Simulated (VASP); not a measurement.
# Ru (P6_3/mmc) in VASP: a series of runs, part 2 of 2

VASP 6.6.1. Earlier steps stand in the parts before.

### Step 4. Single point, PBE+D3(BJ)

This run uses another cell than the first one, of 13.14 Å³/atom, 1.049 times its volume.

INCAR

```
SYSTEM = Ru
PREC = Accurate ; ENCUT = 520
EDIFF = 1E-7 ; ISMEAR = -1
SIGMA = 0.05 ; LREAL = .FALSE.
LASPH = .TRUE. ; NELM = 80
ALGO = Normal ; ISIF = 2
LWAVE = .FALSE. ; LCHARG = .TRUE.
GGA = PE ; IVDW = 12
LELF = .TRUE. ; LVHAR = .TRUE.
NBANDS = 21
```

KPOINTS

```
regular mesh
0
G
  10 10 5
  0 0 0
```

POSCAR

```
Ru
1.0
    2.6840170616      0.0000000000      0.0000000000
   -1.3420085308      2.3244269596      0.0000000000
    0.0000000000      0.0000000000      4.2136013295
Ru
2
Direct
    0.3333333333      0.6666666667      0.2500000000
    0.6666666667      0.3333333333      0.7500000000
```

Potentials or basis: VASP PAW PBE potentials, release 64 (Ru_pv).

Command:

```sh
$ cat potpaw_PBE.64/Ru_pv/POTCAR > POTCAR
$ mpirun -np 1 vasp_std > vasp.out
```

OUTCAR:

```text
SYSTEM = Ru
   PREC = Accurate
   ENCUT = 520
   EDIFF = 1E-7
   ISMEAR = -1
   LREAL = .FALSE.
   LASPH = .TRUE.
   NELM = 80
   ISIF = 2
   GGA = PE
   IVDW = 12
 IVDW          = 12

 ion  position               nearest neighbor table
   1  0.333  0.667  0.250-   2 2.62   2 2.62   2 2.62   2 2.62   2 2.62   2 2.62
   2  0.667  0.333  0.750-   1 2.62   1 2.62   1 2.62   1 2.62   1 2.62   1 2.62

  LATTYP: Found a hexagonal cell.
 ALAT       =     2.6840170616
 C/A-ratio  =     1.5698861940

  Lattice vectors:

 A1 = (   2.6840170616,   0.0000000000,   0.0000000000)
 A2 = (  -1.3420085308,   2.3244269596,   0.0000000000)
 A3 = (   0.0000000000,   0.0000000000,   4.2136013295)

Analysis of symmetry for initial positions (statically):
=====================================================================
 Subroutine PRICEL returns:
 Original cell was already a primitive cell.

 Routine SETGRP: Setting up the symmetry group for a
 hexagonal supercell.

 Subroutine GETGRP returns: Found 24 space group operations
 (whereof 12 operations were pure point group operations)
 out of a pool of 24 trial point group operations.

The static configuration has the point symmetry D_3d.
 The point group associated with its full space group is D_6h.

Analysis of symmetry for dynamics (positions and initial velocities):
=====================================================================
 Subroutine PRICEL returns:
 Original cell was already a primitive cell.

 Routine SETGRP: Setting up the symmetry group for a
 hexagonal supercell.

 Subroutine GETGRP returns: Found 24 space group operations
 (whereof 12 operations were pure point group operations)
 out of a pool of 24 trial point group operations.

The dynamic configuration has the point symmetry D_3d.
 The point group associated with its full space group is D_6h.

 Subroutine INISYM returns: Found 24 space group operations
 (whereof 12 operations are pure point group operations),
 and found     1 'primitive' translations

----------------------------------------------------------------------------------------

                                     Primitive cell

  volume of cell :      26.2878

  direct lattice vectors                    reciprocal lattice vectors
     2.684017062  0.000000000  0.000000000     0.372575873  0.215106781  0.000000000
    -1.342008531  2.324426960  0.000000000     0.000000000  0.430213561  0.000000000
     0.000000000  0.000000000  4.213601330     0.000000000  0.000000000  0.237326677

  length of vectors
     2.684017062  2.684017062  4.213601330     0.430213561  0.430213561  0.237326677

  position of ions in fractional coordinates (direct lattice)
     0.333333333  0.666666667  0.250000000
     0.666666667  0.333333333  0.750000000

  ion indices of the primitive-cell ions
   primitive index   ion index
                 1           1
                 2           2

----------------------------------------------------------------------------------------

 KPOINTS: regular mesh

Automatic generation of k-mesh.
 Grid dimensions read from file:
 generate k-points for:   10   10    5

 Generating k-lattice:

  Cartesian coordinates                     Fractional coordinates (reciprocal lattice)
     0.037257587  0.021510678  0.000000000     0.100000000  0.000000000  0.000000000
     0.000000000  0.043021356  0.000000000     0.000000000  0.100000000  0.000000000
     0.000000000  0.000000000  0.047465335     0.000000000  0.000000000  0.200000000

  Length of vectors
     0.043021356  0.043021356  0.047465335

  Shift w.r.t. Gamma in fractional coordinates (k-lattice)
     0.000000000  0.000000000  0.000000000

 Subroutine IBZKPT returns following result:
 ===========================================

 Found     42 irreducible k-points:

 Following reciprocal coordinates:
            Coordinates               Weight
  0.000000  0.000000  0.000000      1.000000
  0.100000  0.000000  0.000000      6.000000
  0.200000  0.000000  0.000000      6.000000
  0.300000  0.000000  0.000000      6.000000
  0.400000  0.000000  0.000000      6.000000
  0.500000  0.000000  0.000000      3.000000
[... 16 lines left out ...]
  0.300000  0.100000  0.200000     24.000000
  0.400000  0.100000  0.200000     24.000000
 [... further k-points ...]
   k-points           NKPTS =     42   k-points in BZ     NKDIM =     42   number of bands    NBANDS=     21
   number of dos      NEDOS =    301   number of ions     NIONS =      2
   total plane-waves  NPLWV =  12800
   dimension x,y,z NGX =    20 NGY =   20 NGZ =   32
   dimension x,y,z NGXF=    40 NGYF=   40 NGZF=   64
   ions per type =               2
   NGX,Y,Z   is equivalent  to a cutoff of  12.39, 12.39, 12.63 a.u.
   NGXF,Y,Z  is equivalent  to a cutoff of  24.78, 24.78, 25.25 a.u.
 SYSTEM =  Ru
   PREC   = accura    normal or accurate (medium, high low for compatibility)
   ISTART =      0    job   : 0-new  1-cont  2-samecut
   ICHARG =      2    charge: 1-file 2-atom 10-const
   ISPIN  =      1    spin polarized calculation?
   LNONCOLLINEAR =      F non collinear calculations
   LSORBIT =      F    spin-orbit coupling
   LASPH  =      T    aspherical Exc in radial PAW
   ENCUT  =  520.0 eV  38.22 Ry    6.18 a.u.   4.99  4.99  7.83*2*pi/ulx,y,z
   NELM   =     80;   NELMIN=  2; NELMDL= -5     # of ELM steps
   EDIFF  = 0.1E-06   stopping-criterion for ELM
   LREAL  =      F    real-space projection
   EDIFFG = 0.1E-05   stopping-criterion for IOM
   NSW    =      0    number of steps for IOM
   IBRION =     -1    ionic relax: 0-MD 1-quasi-New 2-CG
   NFREE  =      0    steps in history (QN), initial steepest desc. (CG)
   ISIF   =      2    stress and relaxation
   ISYM   =      2    0-nonsym 1-usesym 2-fastsym
   POTIM  = 0.5000    time-step for ionic-motion
   TEBEG  =    0.0;   TEEND  =   0.0 temperature during run
   PSTRESS=    0.0 pullay stress
   NELECT =      28.0000    total number of electrons
   NUPDOWN=      -1.0000    fix difference up-down
   EMIN   =  10.00;   EMAX   =-10.00  energy-range for DOS
   EFERMI =   0.00;   METHOD = LEGACY
   ISMEAR =    -1;   SIGMA  =   0.05  broadening in eV -4-tet -1-fermi 0-gaus
   EFERMI_NEDOS =   21; number of points for ismear=-14 and -15
   IALGO  =     38    algorithm
   IMIX   =      4    mixing-type and parameters
     AMIX     =   0.40;   BMIX     =  1.00
     AMIX_MAG =   1.60;   BMIX_MAG =  1.00
  volume/ion in A,a.u.               =      13.14        88.70
  Fermi-wavevector in a.u.,A,eV,Ry     =   1.671896  3.159426 38.031505  2.795237
  Thomas-Fermi vector in A             =   2.757138
   LORBIT       =      0    0 simple, 1 ext, 2 COOP (PROOUT), +10 PAW based schemes
   GGA     = PE    functional components
   LHFCALC =     F    Hartree Fock is set to
   AEXX    =    0.0000 exact exchange contribution
   IVDW    =    12    specifies the selected vdW correction
   LEPSILON=     F    determine dielectric tensor
   LRPA    =     F    only Hartree local field effects (RPA)
 non-spin polarized calculation
  energy-cutoff  :      520.00
  volume of cell :       26.29
 maximum number of plane-waves:       720
 NGX is ok and might be reduce to    20
   NGX =  9   NGY =  9   NGZ = 15

 number of electron      27.9999993 magnetization

 Free energy of the ion-electron system (eV)
  ---------------------------------------------------
  ext. energy  EPLUGINS =         0.00000000
  ---------------------------------------------------
  free energy    TOTEN  =       -18.40919369 eV

  energy without entropy =      -18.38904032  energy(sigma->0) =      -18.39911700

 E-fermi :  13.5004     XC(G=0): -14.3208

 val. band max:       13.4820484778   @ k =   0.1000   0.0000   0.4000
 cond. band min:      13.5015888128   @ k =   0.1000   0.1000   0.4000
 fundamental gap:      0.0195403350
 Fermi energy:        13.5003651355

 k-point     1 :       0.0000    0.0000    0.0000
  band No.  band energies     occupation
      1     -30.3548      2.00000
      2     -29.3010      2.00000
      3     -29.3010      2.00000
      4     -29.1049      2.00000
      5     -29.1049      2.00000
      6     -29.0625      2.00000
[... 13 lines left out ...]
     20      23.8344      0.00000
     21      24.2870      0.00000
[... 529 lines left out ...]
 k-point    24 :       0.4000    0.1000    0.2000
  band No.  band energies     occupation
      1     -30.1584      2.00000
      2     -29.9681      2.00000
      3     -29.6894      2.00000
      4     -29.5372      2.00000
      5     -29.3711      2.00000
      6     -29.2833      2.00000
[... 13 lines left out ...]
     20      23.8334      0.00000
     21      24.3784      0.00000

 [... further k-points ...]

------------------------ aborting loop because EDIFF is reached ----------------------------------------

 Edisp (eV)   -1.29102

 E8    (eV) :    -0.5893

  FORCE on cell =-STRESS in cart. coord.  units (eV):
  Direction    XX          YY          ZZ          XY          YZ          ZX
  --------------------------------------------------------------------------------------
  -------------------------------------------------------------------------------------
  Total       1.32319     1.32319     1.33314    -0.00000     0.00000     0.00000
  in kB      80.64500    80.64500    81.25183    -0.00000     0.00000     0.00000
  external pressure =       80.85 kB  Pullay stress =        0.00 kB

 VOLUME and BASIS-vectors are now :
 -----------------------------------------------------------------------------
  energy-cutoff  :      520.00
  volume of cell :       26.29
      direct lattice vectors                 reciprocal lattice vectors
     2.684017062  0.000000000  0.000000000     0.372575873  0.215106781  0.000000000
    -1.342008531  2.324426960  0.000000000     0.000000000  0.430213561  0.000000000
     0.000000000  0.000000000  4.213601330     0.000000000  0.000000000  0.237326677

 POSITION                                       TOTAL-FORCE (eV/Angst)
 -----------------------------------------------------------------------------------
     -0.00000      1.54962      1.05340         0.000000     -0.000000      0.000000
      1.34201      0.77481      3.16020        -0.000000      0.000000      0.000000
 -----------------------------------------------------------------------------------
    total drift:                                0.000000     -0.000000      0.000000

  FREE ENERGIE OF THE ION-ELECTRON SYSTEM (eV)
  ---------------------------------------------------
  free  energy   TOTEN  =       -19.7002168996 eV

  energy  without entropy=      -19.6800635318  energy(sigma->0) =      -19.69014022
```

stdout:

```text
POSCAR found type information on POSCAR Ru
 POSCAR found :  1 types and       2 ions
 scaLAPACK will be used
 LDA part: xc-table for (Slater+PW92), standard interpolation
 POSCAR, INCAR and KPOINTS ok, starting setup
 FFT: planning ... GRIDC
 FFT: planning ... GRID_SOFT
 FFT: planning ... GRID
 WAVECAR not read
 entering main loop
```

Wall time 33 s (1 thread of Intel Xeon 8259CL, shared host); peak memory 0.16 GiB.

What came out:

* Free energy: -19.7002 eV
* Pressure: 8.1 GPa
* Band gap on the k mesh: zero (band 14 reaches 14.99 eV, above the bottom of band 15 at 11.74 eV)
* Dispersion energy per atom: -0.646 eV

Levels at points of the mesh, in eV from the Fermi level:
| k point | band 11 | band 12 | band 13 | band 14 | band 15 | band 16 | band 17 | band 18 |
| --- | --- | --- | --- | --- | --- | --- | --- | --- |
| (0.00, 0.00, 0.00) | -2.52 | -2.05 | -2.05 | -1.58 | -1.58 | 1.18 | 1.18 | 1.37 |
| (0.50, 0.00, 0.00) | -2.17 | -1.93 | -1.60 | 1.41 | 1.87 | 2.00 | 4.17 | 6.29 |

Caveat: three body term missing; pairwise dispersion overbinds metals, which lowers pressure and volume.

### Step 5. Summary

| cell | gap on the mesh (eV) | pressure (GPa) |
| --- | --- | --- |
| a = 2.640, b = 2.640, c = 4.153 Å, angles 90.0, 90.0, 120.0°, 2 atoms | none | 27.9 |
| a = 2.661, b = 2.661, c = 4.182 Å, angles 90.0, 90.0, 120.0°, 2 atoms | none | 18.0 |
| a = 2.684, b = 2.684, c = 4.214 Å, angles 90.0, 90.0, 120.0°, 2 atoms | none | 8.1 |

Alike in all rows: task single point; level PBE+D3(BJ); potentials or basis VASP PAW PBE potentials, release 64 (Ru_pv); no spin polarisation; k mesh 10 × 10 × 5; cutoff (eV) 520; smearing fermi-dirac 0.05 eV.

Caveats: three body term missing; pairwise dispersion overbinds metals, which lowers pressure and volume.

Total energies depend on the potentials used, so only differences within one code and one set of settings carry meaning.
